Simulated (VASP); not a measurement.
## Sr2TeO: single point with r2SCAN

Sr2TeO:

```
O Te Sr
1.0
     2.10941    1.21787    7.17344
    -2.10941    1.21787    7.17344
     0.00000   -2.43574    7.17344
O Te Sr
1 1 2
Direct
  0.00000 0.00000 0.00000
  0.50000 0.50000 0.50000
  0.26816 0.26816 0.26816
  0.73184 0.73184 0.73184
```

This cell differs from its parent crystal: volume changed by +6%.

* Program: VASP 6.6.1
* Task: single point
* Functional: r2SCAN
* Potentials or basis: VASP PAW PBE potentials, release 64 (O, Te, Sr_sv)
* Cutoff: 520 eV
* k mesh: 6 × 6 × 6
* Occupations: gaussian, width 0.01 eV
* Spin: no spin polarisation

```yaml
Pressure: -2.6 GPa
Largest_force: 0.148 eV/Å
Band_gap_on_the_k_mesh: 1.45 eV, direct
```

Forces on the atoms (eV/Å):
```
O    0.000  0.000  0.000
Te   0.000  0.000  0.000
Sr   0.000  0.000 -0.148
Sr   0.000  0.000  0.148
```

Stress tensor (GPa, compression positive):
```
-2.52  0.00  0.00
 0.00 -2.52  0.00
 0.00  0.00 -2.69
```

Levels at points of the mesh, in eV from the valence-band top:
```tsv
k point	band 14	band 15	band 16	band 17	band 18	band 19
(0.00, 0.00, 0.00)	-1.51	0.00	0.00	1.45	3.55	3.55
(0.50, 0.00, 0.00)	-2.42	-2.13	-0.82	2.43	2.80	4.04
(0.50, 0.50, 0.00)	-2.31	-1.82	-0.79	1.52	3.93	4.23
(0.50, 0.50, 0.50)	-2.69	-0.14	-0.14	2.52	3.30	3.97
```

Wall time 13 min on 1 thread of AMD EPYC 9R45 96-Core Processor (Zen 5) (shared host), peak memory 0.48 GiB.

Caveat: the PAW data sets were made with another functional, which shifts forces and pressure a little; spin-orbit coupling is left out, which moves the levels of the heavy elements. A k mesh can miss the band edges.
